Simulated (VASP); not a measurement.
# Si2Ni (Fm-3m) in VASP: settings compared

Aim: see how the results for Si2Ni move with the level of theory and the settings. Levels: PBEsol, PBE. Tasks: single point.

Program: VASP 6.6.1. These are calculated values, not measurements. Logs are shortened: lines on timing, memory, paths and dates and some standing lists are left out, and cuts for length are marked.

## 1. The cell of the first run

It takes space group Fm-3m (No. 225, cubic). Conventional cell: a = 5.442 Å, b = 5.442 Å, c = 5.442 Å, α = 90.00°, β = 90.00°, γ = 90.00°. Ni (site symmetry m-3m) has 8 Si at 2.36 Å within 3.1 Å. Within 3.1 Å of Si (site symmetry -43m) lie 4 Ni at 2.36 Å and 6 Si at 2.72 Å.

## 2. Single point, PBEsol, collinear spin, ferromagnetic start (13.43 Å³/atom)

File INCAR:

```
PREC = Accurate ; ENCUT = 520
EDIFF = 1E-6 ; ISMEAR = -1
SIGMA = 0.05 ; LREAL = F
LASPH = T ; NELM = 150
ALGO = Normal ; ISIF = 2
LWAVE = F ; LCHARG = F
ISPIN = 2 ; MAGMOM = 1 0 0
LORBIT = 11 ; LMAXMIX = 4
GGA = PS ; NBANDS = 20
```

File KPOINTS:

```
Automatic mesh
0
Gamma
  9 9 9
```

File POSCAR:

```
Si2Ni
1.0
    0.0000000000      2.7209011839      2.7209011839
    2.7209011839      0.0000000000      2.7209011839
    2.7209011839      2.7209011839      0.0000000000
Ni Si
1 2
Direct
    0.0000000000      0.0000000000      0.0000000000
    0.7500000000      0.7500000000      0.7500000000
    0.2500000000      0.2500000000      0.2500000000
```

Potentials or basis: VASP PAW PBE potentials, release 64 (Ni, Si).

Started as:

```console
$ cat potpaw_PBE.64/Ni/POTCAR potpaw_PBE.64/Si/POTCAR > POTCAR
$ mpirun -np 1 vasp_std > vasp.out
```

OUTCAR:

```text
PREC = Accurate
   ENCUT = 520
   EDIFF = 1E-6
   ISMEAR = -1
   LREAL = F
   LASPH = T
   NELM = 150
   ISIF = 2
   ISPIN = 2
   LORBIT = 11
   GGA = PS

 ion  position               nearest neighbor table
   1  0.000  0.000  0.000-   2 2.36   2 2.36   2 2.36   3 2.36   3 2.36   3 2.36   3 2.36   2 2.36

   2  0.750  0.750  0.750-   1 2.36   1 2.36   1 2.36   1 2.36   3 2.72   3 2.72   3 2.72   3 2.72
                             3 2.72   3 2.72
   3  0.250  0.250  0.250-   1 2.36   1 2.36   1 2.36   1 2.36   2 2.72   2 2.72   2 2.72   2 2.72
                             2 2.72   2 2.72

  LATTYP: Found a face centered cubic cell.
 ALAT       =     5.4418023678

  Lattice vectors:

 A1 = (   0.0000000000,   2.7209011839,   2.7209011839)
 A2 = (   2.7209011839,   0.0000000000,   2.7209011839)
 A3 = (   2.7209011839,   2.7209011839,   0.0000000000)

Analysis of symmetry for initial positions (statically):
=====================================================================
 Subroutine PRICEL returns:
 Original cell was already a primitive cell.

 Routine SETGRP: Setting up the symmetry group for a
 face centered cubic supercell.

 Subroutine GETGRP returns: Found 48 space group operations
 (whereof 48 operations were pure point group operations)
 out of a pool of 48 trial point group operations.

The static configuration has the point symmetry O_h .

Analysis of symmetry for dynamics (positions and initial velocities):
=====================================================================
 Subroutine PRICEL returns:
 Original cell was already a primitive cell.

 Routine SETGRP: Setting up the symmetry group for a
 face centered cubic supercell.

 Subroutine GETGRP returns: Found 48 space group operations
 (whereof 48 operations were pure point group operations)
 out of a pool of 48 trial point group operations.

The dynamic configuration has the point symmetry O_h .

Analysis of structural, dynamic, and magnetic symmetry:
=====================================================================
 Subroutine PRICEL returns:
 Original cell was already a primitive cell.

 Routine SETGRP: Setting up the symmetry group for a
 face centered cubic supercell.

 Subroutine GETGRP returns: Found 48 space group operations
 (whereof 48 operations were pure point group operations)
 out of a pool of 48 trial point group operations.

The overall configuration has the point symmetry O_h .

 Subroutine INISYM returns: Found 48 space group operations
 (whereof 48 operations are pure point group operations),
 and found     1 'primitive' translations

----------------------------------------------------------------------------------------

                                     Primitive cell

  volume of cell :      40.2873

  direct lattice vectors                    reciprocal lattice vectors
     0.000000000  2.720901184  2.720901184    -0.183762646  0.183762646  0.183762646
     2.720901184  0.000000000  2.720901184     0.183762646 -0.183762646  0.183762646
     2.720901184  2.720901184  0.000000000     0.183762646  0.183762646 -0.183762646

  length of vectors
     3.847935356  3.847935356  3.847935356     0.318286239  0.318286239  0.318286239

  position of ions in fractional coordinates (direct lattice)
     0.000000000  0.000000000  0.000000000
     0.750000000  0.750000000  0.750000000
     0.250000000  0.250000000  0.250000000

  ion indices of the primitive-cell ions
   primitive index   ion index
                 1           1
                 2           2
                 3           3

----------------------------------------------------------------------------------------

 KPOINTS: Automatic mesh

Automatic generation of k-mesh.
 Grid dimensions read from file:
 generate k-points for:    9    9    9

 Generating k-lattice:

  Cartesian coordinates                     Fractional coordinates (reciprocal lattice)
    -0.020418072  0.020418072  0.020418072     0.111111111  0.000000000  0.000000000
     0.020418072 -0.020418072  0.020418072     0.000000000  0.111111111  0.000000000
     0.020418072  0.020418072 -0.020418072     0.000000000  0.000000000  0.111111111

  Length of vectors
     0.035365138  0.035365138  0.035365138

  Shift w.r.t. Gamma in fractional coordinates (k-lattice)
     0.000000000  0.000000000  0.000000000

 Subroutine IBZKPT returns following result:
 ===========================================

 Found     35 irreducible k-points:

 Following reciprocal coordinates:
            Coordinates               Weight
  0.000000  0.000000  0.000000      1.000000
  0.111111  0.000000  0.000000      8.000000
  0.222222  0.000000  0.000000      8.000000
  0.333333  0.000000  0.000000      8.000000
  0.444444  0.000000  0.000000      8.000000
  0.111111  0.111111  0.000000      6.000000
[... 16 lines left out ...]
 -0.333333  0.333333  0.000000     12.000000
  0.444444  0.444444  0.000000      6.000000
 [... further k-points ...]
[... 32 lines left out ...]
   EFERMI =   0.00;   METHOD = LEGACY
   ISMEAR =    -1;   SIGMA  =   0.05  broadening in eV -4-tet -1-fermi 0-gaus
   EFERMI_NEDOS =   21; number of points for ismear=-14 and -15
   IALGO  =     38    algorithm
   IMIX   =      4    mixing-type and parameters
     AMIX     =   0.40;   BMIX     =  1.00
     AMIX_MAG =   1.60;   BMIX_MAG =  1.00
  volume/ion in A,a.u.               =      13.43        90.62
  Fermi-wavevector in a.u.,A,eV,Ry     =   1.251535  2.365058 21.311338  1.566339
  Thomas-Fermi vector in A             =   2.385478
   LORBIT       =     11    0 simple, 1 ext, 2 COOP (PROOUT), +10 PAW based schemes
   GGA     = PS    functional components
   LHFCALC =     F    Hartree Fock is set to
   AEXX    =    0.0000 exact exchange contribution
   IVDW    =     0    specifies the selected vdW correction
   LEPSILON=     F    determine dielectric tensor
   LRPA    =     F    only Hartree local field effects (RPA)
 spin polarized calculation
  energy-cutoff  :      520.00
  volume of cell :       40.29
 maximum number of plane-waves:      1098
 NGX is ok and might be reduce to    30
   NGX = 15   NGY = 15   NGZ = 15

 number of electron      17.9999991 magnetization       0.0030902

 number of electron      17.9999991 magnetization      -0.0000459

 Free energy of the ion-electron system (eV)
  ---------------------------------------------------
  ext. energy  EPLUGINS =         0.00000000
  ---------------------------------------------------
  free energy    TOTEN  =       -18.97314933 eV

  energy without entropy =      -18.96648508  energy(sigma->0) =      -18.96981721

 E-fermi :  10.0757     XC(G=0): -11.6084

 val. band max:        9.9949185324   @ k =   0.3333   0.2222   0.0000
 cond. band min:      10.1678233892   @ k =   0.1111   0.1111   0.0000
 fundamental gap:      0.1729048568
 Fermi energy:        10.0756823187

 spin component 1

 k-point     1 :       0.0000    0.0000    0.0000
  band No.  band energies     occupation
      1      -3.5936      1.00000
      2       4.9861      1.00000
      3       4.9861      1.00000
      4       4.9861      1.00000
      5       6.6613      1.00000
      6       6.6613      1.00000
[... 12 lines left out ...]
     19      18.9796      0.00000
     20      22.5562      0.00000
[... 507 lines left out ...]
 k-point    24 :       0.4444    0.4444    0.0000
  band No.  band energies     occupation
      1      -0.0636      1.00000
      2       2.6425      1.00000
      3       2.9128      1.00000
      4       5.5689      1.00000
      5       5.5689      1.00000
      6       6.6881      1.00000
[... 12 lines left out ...]
     19      23.7275      0.00000
     20      23.7275      0.00000

 [... further k-points ...]

 spin component 2

 k-point     1 :       0.0000    0.0000    0.0000
  band No.  band energies     occupation
      1      -3.5935      1.00000
      2       4.9860      1.00000
      3       4.9860      1.00000
      4       4.9860      1.00000
      5       6.6608      1.00000
      6       6.6608      1.00000
[... 12 lines left out ...]
     19      18.9798      0.00000
     20      22.5563      0.00000
[... 507 lines left out ...]
 k-point    24 :       0.4444    0.4444    0.0000
  band No.  band energies     occupation
      1      -0.0636      1.00000
      2       2.6425      1.00000
      3       2.9128      1.00000
      4       5.5689      1.00000
      5       5.5689      1.00000
      6       6.6880      1.00000
[... 12 lines left out ...]
     19      23.7275      0.00000
     20      23.7275      0.00000

 [... further k-points ...]
[... 5 lines left out ...]
  --------------------------------------------------------------------------------------
  -------------------------------------------------------------------------------------
  Total       -0.8320641     -0.8320641     -0.8320641     -0.0000000      0.0000000     -0.0000000
  in kB      -33.0901736    -33.0901736    -33.0901736     -0.0000000      0.0000000     -0.0000000
  external PRESSURE =     -33.0901736 kB  Pullay stress =       0.0000000 kB

 VOLUME and BASIS-vectors are now :
 -----------------------------------------------------------------------------
  energy-cutoff  :      520.00
  volume of cell :       40.29
      direct lattice vectors                 reciprocal lattice vectors
     0.000000000  2.720901184  2.720901184    -0.183762646  0.183762646  0.183762646
     2.720901184  0.000000000  2.720901184     0.183762646 -0.183762646  0.183762646
     2.720901184  2.720901184  0.000000000     0.183762646  0.183762646 -0.183762646

 POSITION                                       TOTAL-FORCE (eV/Angst)
 -----------------------------------------------------------------------------------
      0.00000      0.00000      0.00000        -0.000000     -0.000000      0.000000
      4.08135      4.08135      4.08135         0.000000      0.000000      0.000000
      1.36045      1.36045      1.36045        -0.000000     -0.000000     -0.000000
 -----------------------------------------------------------------------------------
    total drift:                                0.000000     -0.000000     -0.000000

  FREE ENERGIE OF THE ION-ELECTRON SYSTEM (eV)
  ---------------------------------------------------
  free  energy   TOTEN  =       -18.9731493335 eV

  energy  without entropy=      -18.9664850773  energy(sigma->0) =      -18.96981721

 total charge

# of ion       s       p       d       tot
------------------------------------------
    1        0.556   0.774   8.448   9.778
    2        0.748   0.826   0.000   1.574
    3        0.748   0.826   0.000   1.574
--------------------------------------------------
tot          2.052   2.426   8.448  12.927

 magnetization (x)

# of ion       s       p       d       tot
------------------------------------------
    1        0.000  -0.000  -0.000  -0.000
    2        0.000   0.000   0.000   0.000
    3        0.000   0.000   0.000   0.000
--------------------------------------------------
tot          0.000  -0.000  -0.000  -0.000
```

Wall time 1.9 min (1 thread of AMD EPYC 7R13, shared host); peak memory 0.18 GiB.

What came out:

```yaml
Free_energy: -18.9731 eV
Pressure: -3.3 GPa
Band_gap_on_the_k_mesh: zero (filled and empty bands overlap)
Net_moment: 0.00 μB per cell
Valence_electrons_inside_the_program's_atomic_spheres: Ni 9.78; Si 1.57
```

Caveat: the cell stands under tension; the PAW data sets were made with another functional, which shifts forces and pressure a little.

## 3. Single point, PBE, collinear spin, ferromagnetic start

This run uses another cell than the first one, of 13.17 Å³/atom.

File INCAR:

```
  PREC = Accurate
  ENCUT = 520
  EDIFF = 1E-6
  ISMEAR = 0
  SIGMA = 0.012
  LREAL = False
  LASPH = True
  NELM = 150
  ALGO = Normal
  ISIF = 2
  LWAVE = False
  LCHARG = False
  ISPIN = 2
  MAGMOM = 1 0 0
  LORBIT = 11
  LMAXMIX = 4
  GGA = PE
  NBANDS = 20
```

KPOINTS is that of step 2.

File POSCAR:

```
Si2Ni
1.0
    0.0000000000      2.7030000000      2.7030000000
    2.7030000000      0.0000000000      2.7030000000
    2.7030000000      2.7030000000      0.0000000000
Ni Si
1 2
Direct
    0.0000000000      0.0000000000      0.0000000000
    0.7500000000      0.7500000000      0.7500000000
    0.2500000000      0.2500000000      0.2500000000
```

Potentials or basis: VASP PAW PBE potentials, release 64 (Ni, Si).

Started as:

```console
$ cat potpaw_PBE.64/Ni/POTCAR potpaw_PBE.64/Si/POTCAR > POTCAR
$ mpirun -np 1 vasp_std > vasp.out
```

It took 31 s on 1 thread of AMD EPYC 9R45 (Zen 5), shared host; peak memory 0.16 GiB.

Results (log left out):

| Quantity | Value |
| --- | --- |
| Free energy | -17.3609 eV |
| Pressure | 3.8 GPa |
| Band gap on the k mesh | zero (filled and empty bands overlap) |
| Net moment | 0.00 μB per cell |
| Valence electrons inside the program's atomic spheres | Ni 9.81; Si 1.59 |

Levels at points of the mesh, in eV from the Fermi level:
Spin up:
```tsv
k point	band 5	band 6	band 7	band 8	band 9	band 10	band 11	band 12	band 13	band 14
(0.00, 0.00, 0.00)	-3.58	-3.58	-0.37	1.63	1.63	1.63	2.21	2.21	2.21	4.65
```
Spin down:
| k point | band 5 | band 6 | band 7 | band 8 | band 9 | band 10 | band 11 | band 12 | band 13 | band 14 |
| --- | --- | --- | --- | --- | --- | --- | --- | --- | --- | --- |
| (0.00, 0.00, 0.00) | -3.58 | -3.58 | -0.37 | 1.63 | 1.63 | 1.63 | 2.21 | 2.21 | 2.21 | 4.65 |

Caveat: the cell stands under pressure.

## 4. Single point, PBE, collinear spin, ferromagnetic start

This run uses another cell than the first one, of 13.17 Å³/atom.

File INCAR:

```
ALGO     = Normal         # electronic algorithm
EDIFF    = 1E-7           # SCF threshold, eV
ENCUT    = 520            # plane-wave cutoff, eV
GGA      = PE             # functional
ISIF     = 2              # what is computed and relaxed
ISMEAR   = 0              # smearing method
ISPIN    = 2              # spin polarisation
LASPH    = T              # aspherical terms in the spheres
LCHARG   = T              # write CHGCAR
LELF     = T              # ELF
LMAXMIX  = 4              # l up to which the mixer works
LORBIT   = 11             # projections on sites
LREAL    = F              # projectors in reciprocal space
LVHAR    = T            
LWAVE    = F              # write WAVECAR
MAGMOM   = 1 0 0          # initial moments
NBANDS   = 20             # bands
NELM     = 150            # most SCF steps
PREC     = Accurate       # precision mode
SIGMA    = 0.013000000000000001 # smearing width, eV
```

File KPOINTS:

```
k-points
0
Gamma
  9 9 9
```

POSCAR is that of step 3.

Started as:

```console
$ cat potpaw_PBE.64/Ni/POTCAR potpaw_PBE.64/Si/POTCAR > POTCAR
$ mpirun -np 1 vasp_std > vasp.out
```

It took 33 s on 1 thread of AMD EPYC 9R45 (Zen 5), shared host; peak memory 0.16 GiB.

The run converged. Its results:

| Quantity | Value |
| --- | --- |
| Free energy | -17.3609 eV |
| Pressure | 3.8 GPa |
| Band gap on the k mesh | zero (filled and empty bands overlap) |
| Net moment | 0.00 μB per cell |
| Valence electrons inside the program's atomic spheres | Ni 9.81; Si 1.59 |

Levels at points of the mesh, in eV from the Fermi level:
Spin up:
| k point | band 7 | band 8 | band 9 | band 10 | band 11 | band 12 |
| --- | --- | --- | --- | --- | --- | --- |
| (0.00, 0.00, 0.00) | -0.37 | 1.63 | 1.63 | 1.63 | 2.21 | 2.21 |
Spin down:
| k point | band 5 | band 6 | band 7 | band 8 | band 9 | band 10 | band 11 | band 12 | band 13 | band 14 |
| --- | --- | --- | --- | --- | --- | --- | --- | --- | --- | --- |
| (0.00, 0.00, 0.00) | -3.58 | -3.58 | -0.37 | 1.63 | 1.63 | 1.63 | 2.21 | 2.21 | 2.21 | 4.65 |

Caveat: the cell stands under pressure.

## 5. Single point, PBE, collinear spin, ferromagnetic start

This run uses another cell than the first one, of 13.17 Å³/atom.

File INCAR:

```
PREC     = Accurate       # precision mode
ENCUT    = 520            # plane-wave cutoff, eV
EDIFF    = 1E-6           # SCF threshold, eV
ISMEAR   = 0              # smearing method
SIGMA    = 0.014          # smearing width, eV
LREAL    = False          # projectors in reciprocal space
LASPH    = True           # aspherical terms in the spheres
NELM     = 150            # most SCF steps
ALGO     = Normal         # electronic algorithm
ISIF     = 2              # what is computed and relaxed
LWAVE    = False          # write WAVECAR
LCHARG   = False          # write CHGCAR
ISPIN    = 2              # spin polarisation
MAGMOM   = 1 0 0          # initial moments
LORBIT   = 11             # projections on sites
LMAXMIX  = 4              # l up to which the mixer works
GGA      = PE             # functional
NBANDS   = 20             # bands
```

File KPOINTS:

```
Automatic mesh
0
Gamma
  9 9 9
```

POSCAR is that of step 4.

Started as:

```console
$ cat potpaw_PBE.64/Ni/POTCAR potpaw_PBE.64/Si/POTCAR > POTCAR
$ mpirun -np 1 vasp_std > vasp.out
```

Wall time 30 s (1 thread of AMD EPYC 9R45 (Zen 5), shared host); peak memory 0.16 GiB.

The run converged. Its results:

| Quantity | Value |
| --- | --- |
| Free energy | -17.3609 eV |
| Pressure | 3.8 GPa |
| Band gap on the k mesh | zero (filled and empty bands overlap) |
| Net moment | 0.00 μB per cell |
| Valence electrons inside the program's atomic spheres | Ni 9.81; Si 1.59 |

Levels at points of the mesh, in eV from the Fermi level:
Spin up:
| k point | band 5 | band 6 | band 7 | band 8 | band 9 | band 10 | band 11 | band 12 | band 13 | band 14 |
| --- | --- | --- | --- | --- | --- | --- | --- | --- | --- | --- |
| (0.00, 0.00, 0.00) | -3.58 | -3.58 | -0.37 | 1.63 | 1.63 | 1.63 | 2.21 | 2.21 | 2.21 | 4.65 |
Spin down:
```csv
k point,band 5,band 6,band 7,band 8,band 9,band 10,band 11,band 12,band 13,band 14
"(0.00, 0.00, 0.00)",-3.58,-3.58,-0.37,1.63,1.63,1.63,2.21,2.21,2.21,4.65
```

Caveat: the cell stands under pressure.

## 6. Single point, PBE, collinear spin, ferromagnetic start

This run uses another cell than the first one, of 13.17 Å³/atom.

File INCAR:

```
SYSTEM = Si2Ni
PREC = Accurate
ENCUT = 520
EDIFF = 1E-6
ISMEAR = 0
SIGMA = 0.016
LREAL = .False.
LASPH = .True.
NELM = 150
ALGO = Normal
ISIF = 2
LWAVE = .False.
LCHARG = .False.
ISPIN = 2
MAGMOM = 1 0 0
LORBIT = 11
LMAXMIX = 4
GGA = PE
NBANDS = 20
```

File KPOINTS:

```
Automatic mesh
0
Gamma
  9 9 9
  0 0 0
```

POSCAR is that of step 5.

Potentials or basis: VASP PAW PBE potentials, release 64 (Ni, Si).

Started as:

```console
$ cat potpaw_PBE.64/Ni/POTCAR potpaw_PBE.64/Si/POTCAR > POTCAR
$ mpirun -np 1 vasp_std > vasp.out
```

Wall time 30 s (1 thread of AMD EPYC 9R45 (Zen 5), shared host); peak memory 0.16 GiB.

The run converged. Its results:

- Free energy: -17.3610 eV
- Pressure: 3.8 GPa
- Band gap on the k mesh: zero (filled and empty bands overlap)
- Net moment: 0.00 μB per cell
- Valence electrons inside the program's atomic spheres: Ni 9.81; Si 1.59

Levels at points of the mesh, in eV from the Fermi level:
Spin up:
```
           k point  band 6  band 7  band 8  band 9  band 10  band 11  band 12  band 13
(0.00, 0.00, 0.00)   -3.58   -0.37    1.63    1.63     1.63     2.21     2.21     2.21
```
Spin down:
```tsv
k point	band 7	band 8	band 9	band 10	band 11	band 12
(0.00, 0.00, 0.00)	-0.37	1.63	1.63	1.63	2.21	2.21
```

Caveat: the cell stands under pressure.

## 7. Summary

| level | cell | smearing | gap on the mesh (eV) | pressure (GPa) | moment (μB) |
| --- | --- | --- | --- | --- | --- |
| PBEsol | a = 3.848 Å, angles 60.0°, 3 atoms | fermi-dirac 0.05 eV | none | -3.3 | 0.00 |
| PBE | a = 3.823 Å, angles 60.0°, 3 atoms | gaussian 0.012 eV | none | 3.8 | 0.00 |
| PBE | a = 3.823 Å, angles 60.0°, 3 atoms | gaussian 0.013 eV | none | 3.8 | 0.00 |
| PBE | a = 3.823 Å, angles 60.0°, 3 atoms | gaussian 0.014 eV | none | 3.8 | 0.00 |
| PBE | a = 3.823 Å, angles 60.0°, 3 atoms | gaussian 0.016 eV | none | 3.8 | 0.00 |

Alike in all rows: task single point; potentials or basis VASP PAW PBE potentials, release 64 (Ni, Si); spin collinear, ferromagnetic start; k mesh 9 × 9 × 9; cutoff (eV) 520.

Caveats: the cell stands under pressure (at least some runs); the cell stands under tension (at least some runs); the PAW data sets were made with another functional, which shifts forces and pressure a little (at least some runs).

Absolute energies hang on the potentials; compare differences alone.
